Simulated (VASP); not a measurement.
# Cl in VASP: a series of runs

Runs on Cl. Level: PBEsol. Tasks: single point.

Everything below comes from runs of VASP 6.6.1. Logs are shortened: lines on timing, memory, paths and dates and some standing lists are left out, and cuts for length are marked.

### Step 1. The cell of the first run

The cell holds an amorphous packing of atoms, 12 atoms: a = 7.399 Å, b = 7.399 Å, c = 7.399 Å, α = 90.00°, β = 90.00°, γ = 90.00°.

### Step 2. Single point, PBEsol

The input, INCAR:

```
PREC = Accurate ; ENCUT = 520
EDIFF = 1E-6 ; ISMEAR = -1
SIGMA = 0.05 ; LREAL = F
LASPH = T ; NELM = 80
ALGO = Normal ; ISIF = 2
LWAVE = F ; LCHARG = T
GGA = PS ; LELF = T
LVHAR = T ; NBANDS = 54
```

The input, KPOINTS:

```
Automatic mesh
0
Gamma
  1 1 1
```

The input, POSCAR:

```
Cl
1.0
    7.3986360000      0.0000000000      0.0000000000
    0.0000000000      7.3986360000      0.0000000000
    0.0000000000      0.0000000000      7.3986360000
Cl
12
Direct
    0.0971260108      0.2168642977     -0.0778792199
    0.2285691579      0.4336745314     -0.1525551467
    0.7836579607      0.9263329078      0.8370867279
    0.9443767743      0.6836800729      0.8325994143
    0.4308632024      0.0766762955      0.3516188660
    0.2942028774     -0.1002346919      0.2022399805
    0.9574062030      0.6733132972      0.4824402768
    0.9673945306      0.6593512642      0.1919137528
    0.4011955717      0.4533943824      0.3941807652
    0.4349450358      0.6744486416      0.5579812279
    0.5705511124      0.2088898548      0.8364785077
    0.7229305510      0.4377158168      0.8222596706
```

Potentials or basis: VASP PAW PBE potentials, release 64 (Cl).

Started as:

```
cat potpaw_PBE.64/Cl/POTCAR > POTCAR
mpirun -np 1 vasp_gam > vasp.out
```

OUTCAR:

```text
PREC = Accurate
   ENCUT = 520
   EDIFF = 1E-6
   ISMEAR = -1
   LREAL = F
   LASPH = T
   NELM = 80
   ISIF = 2
   GGA = PS

 ion  position               nearest neighbor table
   1  0.097  0.217  0.922-   2 1.96
   2  0.229  0.434  0.847-   1 1.96
   3  0.784  0.926  0.837-   4 2.15  11 2.62
   4  0.944  0.684  0.833-   3 2.15  12 2.45   7 2.59
   5  0.431  0.077  0.352-   6 1.99
   6  0.294  0.900  0.202-   5 1.99
   7  0.957  0.673  0.482-   8 2.15   4 2.59
   8  0.967  0.659  0.192-   7 2.15
   9  0.401  0.453  0.394-  10 2.05
  10  0.435  0.674  0.558-   9 2.05
  11  0.571  0.209  0.836-  12 2.04   3 2.62
  12  0.723  0.438  0.822-  11 2.04   4 2.45

  LATTYP: Found a simple cubic cell.
 ALAT       =     7.3986360000

  Lattice vectors:

 A1 = (   7.3986360000,   0.0000000000,   0.0000000000)
 A2 = (   0.0000000000,   7.3986360000,   0.0000000000)
 A3 = (   0.0000000000,   0.0000000000,   7.3986360000)

Analysis of symmetry for initial positions (statically):
=====================================================================
 Subroutine PRICEL returns:
 Original cell was already a primitive cell.

 Routine SETGRP: Setting up the symmetry group for a
 simple cubic supercell.

 Subroutine GETGRP returns: Found  1 space group operations
 (whereof  1 operations were pure point group operations)
 out of a pool of 48 trial point group operations.

The static configuration has the point symmetry C_1 .

Analysis of symmetry for dynamics (positions and initial velocities):
=====================================================================
 Subroutine PRICEL returns:
 Original cell was already a primitive cell.

 Routine SETGRP: Setting up the symmetry group for a
 simple cubic supercell.

 Subroutine GETGRP returns: Found  1 space group operations
 (whereof  1 operations were pure point group operations)
 out of a pool of 48 trial point group operations.

The dynamic configuration has the point symmetry C_1 .

 Subroutine INISYM returns: Found  1 space group operations
 (whereof  1 operations are pure point group operations),
 and found     1 'primitive' translations

----------------------------------------------------------------------------------------

                                     Primitive cell

  volume of cell :     405.0000

  direct lattice vectors                    reciprocal lattice vectors
     7.398636000  0.000000000  0.000000000     0.135160048  0.000000000  0.000000000
     0.000000000  7.398636000  0.000000000     0.000000000  0.135160048  0.000000000
     0.000000000  0.000000000  7.398636000     0.000000000  0.000000000  0.135160048

  length of vectors
     7.398636000  7.398636000  7.398636000     0.135160048  0.135160048  0.135160048

  position of ions in fractional coordinates (direct lattice)
     0.097126011  0.216864298  0.922120780
     0.228569158  0.433674531  0.847444853
     0.783657961  0.926332908  0.837086728
     0.944376774  0.683680073  0.832599414
     0.430863202  0.076676296  0.351618866
     0.294202877  0.899765308  0.202239981
     0.957406203  0.673313297  0.482440277
     0.967394531  0.659351264  0.191913753
     0.401195572  0.453394382  0.394180765
     0.434945036  0.674448642  0.557981228
     0.570551112  0.208889855  0.836478508
     0.722930551  0.437715817  0.822259671

  ion indices of the primitive-cell ions
   primitive index   ion index
                 1           1
                 2           2
                 3           3
                 4           4
                 5           5
                 6           6
                 7           7
                 8           8
                 9           9
                10          10
                11          11
                12          12

----------------------------------------------------------------------------------------

 KPOINTS: Automatic mesh

Automatic generation of k-mesh.
 Grid dimensions read from file:
 generate k-points for:    1    1    1

 Generating k-lattice:

  Cartesian coordinates                     Fractional coordinates (reciprocal lattice)
     0.135160048  0.000000000  0.000000000     1.000000000  0.000000000  0.000000000
     0.000000000  0.135160048  0.000000000     0.000000000  1.000000000  0.000000000
     0.000000000  0.000000000  0.135160048     0.000000000  0.000000000  1.000000000

  Length of vectors
     0.135160048  0.135160048  0.135160048

  Shift w.r.t. Gamma in fractional coordinates (k-lattice)
     0.000000000  0.000000000  0.000000000

 Subroutine IBZKPT returns following result:
 ===========================================

 Found      1 irreducible k-points:

 Following reciprocal coordinates:
            Coordinates               Weight
  0.000000  0.000000  0.000000      1.000000
   k-points           NKPTS =      1   k-points in BZ     NKDIM =      1   number of bands    NBANDS=     54
   number of dos      NEDOS =    301   number of ions     NIONS =     12
   total plane-waves  NPLWV = 175616
   dimension x,y,z NGX =    56 NGY =   56 NGZ =   56
   dimension x,y,z NGXF=   112 NGYF=  112 NGZF=  112
   ions per type =              12
   NGX,Y,Z   is equivalent  to a cutoff of  12.58, 12.58, 12.58 a.u.
   NGXF,Y,Z  is equivalent  to a cutoff of  25.17, 25.17, 25.17 a.u.
 SYSTEM =  unknown system
   PREC   = accura    normal or accurate (medium, high low for compatibility)
   ISTART =      0    job   : 0-new  1-cont  2-samecut
   ICHARG =      2    charge: 1-file 2-atom 10-const
   ISPIN  =      1    spin polarized calculation?
   LNONCOLLINEAR =      F non collinear calculations
   LSORBIT =      F    spin-orbit coupling
   LASPH  =      T    aspherical Exc in radial PAW
   ENCUT  =  520.0 eV  38.22 Ry    6.18 a.u.  13.76 13.76 13.76*2*pi/ulx,y,z
   NELM   =     80;   NELMIN=  2; NELMDL= -5     # of ELM steps
   EDIFF  = 0.1E-05   stopping-criterion for ELM
   LREAL  =      F    real-space projection
   EDIFFG = 0.1E-04   stopping-criterion for IOM
   NSW    =      0    number of steps for IOM
   IBRION =     -1    ionic relax: 0-MD 1-quasi-New 2-CG
   NFREE  =      0    steps in history (QN), initial steepest desc. (CG)
   ISIF   =      2    stress and relaxation
   ISYM   =      2    0-nonsym 1-usesym 2-fastsym
   POTIM  = 0.5000    time-step for ionic-motion
   TEBEG  =    0.0;   TEEND  =   0.0 temperature during run
   PSTRESS=    0.0 pullay stress
   NELECT =      84.0000    total number of electrons
   NUPDOWN=      -1.0000    fix difference up-down
   EMIN   =  10.00;   EMAX   =-10.00  energy-range for DOS
   EFERMI =   0.00;   METHOD = LEGACY
   ISMEAR =    -1;   SIGMA  =   0.05  broadening in eV -4-tet -1-fermi 0-gaus
   EFERMI_NEDOS =   21; number of points for ismear=-14 and -15
   IALGO  =     38    algorithm
   IMIX   =      4    mixing-type and parameters
     AMIX     =   0.40;   BMIX     =  1.00
     AMIX_MAG =   1.60;   BMIX_MAG =  1.00
  volume/ion in A,a.u.               =      33.75       227.76
  Fermi-wavevector in a.u.,A,eV,Ry     =   0.969058  1.831253 12.776859  0.939073
  Thomas-Fermi vector in A             =   2.099079
   LORBIT       =      0    0 simple, 1 ext, 2 COOP (PROOUT), +10 PAW based schemes
   GGA     = PS    functional components
   LHFCALC =     F    Hartree Fock is set to
   AEXX    =    0.0000 exact exchange contribution
   IVDW    =     0    specifies the selected vdW correction
   LEPSILON=     F    determine dielectric tensor
   LRPA    =     F    only Hartree local field effects (RPA)
 non-spin polarized calculation
  energy-cutoff  :      520.00
  volume of cell :      405.00
 maximum number of plane-waves:      5510
 NGX is ok and might be reduce to    54
   NGX = 27   NGY = 27   NGZ = 27

 number of electron      84.0000001 magnetization

 Free energy of the ion-electron system (eV)
  ---------------------------------------------------
  ext. energy  EPLUGINS =         0.00000000
  ---------------------------------------------------
  free energy    TOTEN  =       -24.75439358 eV

  energy without entropy =      -24.75439358  energy(sigma->0) =      -24.75439358

 E-fermi :  -0.2840     XC(G=0):  -6.9379

 val. band max:       -1.3078308908   @ k =   0.0000   0.0000   0.0000
 cond. band min:       0.7345035250   @ k =   0.0000   0.0000   0.0000
 fundamental gap:      2.0423344158
 Fermi energy:        -0.2839931979

 k-point     1 :       0.0000    0.0000    0.0000
  band No.  band energies     occupation
      1     -18.8285      2.00000
      2     -18.3331      2.00000
      3     -18.1097      2.00000
      4     -17.7077      2.00000
      5     -17.4943      2.00000
      6     -16.3892      2.00000
[... 46 lines left out ...]
     53       6.9884      0.00000
     54       7.1113      0.00000

------------------------ aborting loop because EDIFF is reached ----------------------------------------

  FORCE on cell =-STRESS in cart. coord.  units (eV):
  Direction    XX          YY          ZZ          XY          YZ          ZX
  --------------------------------------------------------------------------------------
  -------------------------------------------------------------------------------------
  Total        2.0903287      1.5026951     -5.1453917      1.5403324     -0.7372348      0.0114844
  in kB        8.2693271      5.9446525    -20.3551377      6.0935453     -2.9164962      0.0454322
  external PRESSURE =      -2.0470527 kB  Pullay stress =       0.0000000 kB

 VOLUME and BASIS-vectors are now :
 -----------------------------------------------------------------------------
  energy-cutoff  :      520.00
  volume of cell :      405.00
      direct lattice vectors                 reciprocal lattice vectors
     7.398636000  0.000000000  0.000000000     0.135160048  0.000000000  0.000000000
     0.000000000  7.398636000  0.000000000     0.000000000  0.135160048  0.000000000
     0.000000000  0.000000000  7.398636000     0.000000000  0.000000000  0.135160048

 POSITION                                       TOTAL-FORCE (eV/Angst)
 -----------------------------------------------------------------------------------
      0.71860      1.60450      6.82244        -0.383351     -0.379887      0.136359
      1.69110      3.20860      6.26994         0.317325      0.296904     -0.275885
      5.79800      6.85360      6.19330        -0.298336      0.687061      0.091061
      6.98710      5.05830      6.16010         0.409415      0.055597     -0.024028
      3.18780      0.56730      2.60150         0.033688      0.274063      0.168093
      2.17670      6.65704      1.49630        -0.031787     -0.106802      0.107925
      7.08350      4.98160      3.56940         0.056904     -0.082819     -0.195064
      7.15740      4.87830      1.41990        -0.388004      0.171151     -0.078590
      2.96830      3.35450      2.91640         0.164797      0.314338      0.449645
      3.21800      4.99000      4.12830        -0.074934     -0.384757     -0.534987
      4.22130      1.54550      6.18880         0.002283     -0.269641     -0.065095
      5.34870      3.23850      6.08360         0.192000     -0.575207      0.220565
 -----------------------------------------------------------------------------------
    total drift:                               -0.000801     -0.000591     -0.000106

  FREE ENERGIE OF THE ION-ELECTRON SYSTEM (eV)
  ---------------------------------------------------
  free  energy   TOTEN  =       -24.7543935829 eV

  energy  without entropy=      -24.7543935768  energy(sigma->0) =      -24.75439358
```

Run time: 48 s. Hardware: 1 thread of Intel Xeon Platinum 8259CL at 2.50GHz (Skylake/Cascade Lake), shared host; peak memory 0.39 GiB.

Results:

```yaml
Free_energy: -24.7544 eV
Pressure: -0.2 GPa
Largest_force: 0.755 eV/Å
Band_gap_on_the_k_mesh: 2.04 eV
```

Forces in eV/Å, atoms in the order of the input:
```
Cl  -0.383 -0.380  0.136
Cl   0.317  0.297 -0.276
Cl  -0.298  0.687  0.091
Cl   0.409  0.056 -0.024
Cl   0.034  0.274  0.168
Cl  -0.032 -0.107  0.108
Cl   0.057 -0.083 -0.195
Cl  -0.388  0.171 -0.079
Cl   0.165  0.314  0.450
Cl  -0.075 -0.385 -0.535
Cl   0.002 -0.270 -0.065
Cl   0.192 -0.575  0.221
```

Levels at points of the mesh, in eV from the valence-band top:
```csv
k point,band 39,band 40,band 41,band 42,band 43,band 44,band 45,band 46
"(0.00, 0.00, 0.00)",-0.33,-0.30,-0.11,0.00,2.04,2.33,2.68,2.80
```

Caveat: the k points lie up to 0.85 Å⁻¹ apart; the PAW data sets were made with another functional, which shifts forces and pressure a little.

### Step 3. Single point, PBEsol

The input, INCAR:

```
SYSTEM = Cl
PREC = Accurate
ENCUT = 520
EDIFF = 1E-7
ISMEAR = -1
SIGMA = 0.05
LREAL = .False.
LASPH = .True.
NELM = 80
ALGO = Normal
ISIF = 2
LWAVE = .False.
LCHARG = .True.
GGA = PS
LELF = .True.
LVHAR = .True.
NBANDS = 54
```

The input, KPOINTS:

```
Automatic mesh
0
Gamma
  1 1 1
  0 0 0
```

The input, POSCAR:

```
Cl
1.0
    7.3986360000      0.0000000000      0.0000000000
    0.0000000000      7.3986360000      0.0000000000
    0.0000000000      0.0000000000      7.3986360000
Cl
12
Direct
    0.1199545430      0.1843988541     -0.0959771504
    0.2535602508      0.3844222097     -0.2058757858
    0.7590723479      0.9195884214      0.8474940516
    0.9461608870      0.6701100041      0.8316262619
    0.3410763822      0.2194188226      0.3178558859
    0.3490102770     -0.0616464981      0.3496590453
    0.9371457117      0.6717589567      0.4798452039
    0.9504454605      0.6733538452      0.1935086413
    0.3276144414      0.5711593326      0.3410358342
    0.5002814032      0.5362339761      0.5435055867
    0.5925551683      0.1689365445      0.8326940263
    0.7563421150      0.4063857176      0.8429797060
```

Potentials or basis: VASP PAW PBE potentials, release 64 (Cl).

Started as:

```
cat potpaw_PBE.64/Cl/POTCAR > POTCAR
mpirun -np 1 vasp_gam > vasp.out
```

Run time: 61 s. Hardware: 1 thread of Intel Xeon Platinum 8259CL at 2.50GHz (Skylake/Cascade Lake), shared host; peak memory 0.39 GiB.

The run converged. Its results:

```
Free energy            : -25.4810 eV
Pressure               : -0.2 GPa
Largest force          : 0.665 eV/Å
Band gap on the k mesh : 1.44 eV
```

Forces on the atoms (eV/Å):
```
Cl  -0.441 -0.403  0.291
Cl   0.344  0.173 -0.085
Cl   0.309  0.220 -0.180
Cl  -0.200 -0.200  0.197
Cl  -0.186  0.157  0.196
Cl  -0.128 -0.501 -0.256
Cl   0.064  0.078  0.406
Cl  -0.016 -0.147 -0.421
Cl   0.121  0.283 -0.260
Cl   0.517  0.300  0.177
Cl  -0.361  0.128  0.112
Cl  -0.023 -0.089 -0.177
```

Stress tensor (GPa, compression positive):
```
 1.12  0.33 -0.11
 0.33 -0.71 -0.20
-0.11 -0.20 -1.15
```

Levels at points of the mesh, in eV from the valence-band top:
```csv
k point,band 38,band 39,band 40,band 41,band 42,band 43,band 44,band 45,band 46,band 47
"(0.00, 0.00, 0.00)",-0.77,-0.49,-0.38,-0.22,0.00,1.44,2.10,2.47,2.65,3.54
```

Caveat: the k points lie up to 0.85 Å⁻¹ apart; the PAW data sets were made with another functional, which shifts forces and pressure a little.

(Continued in part 2 of 2.)
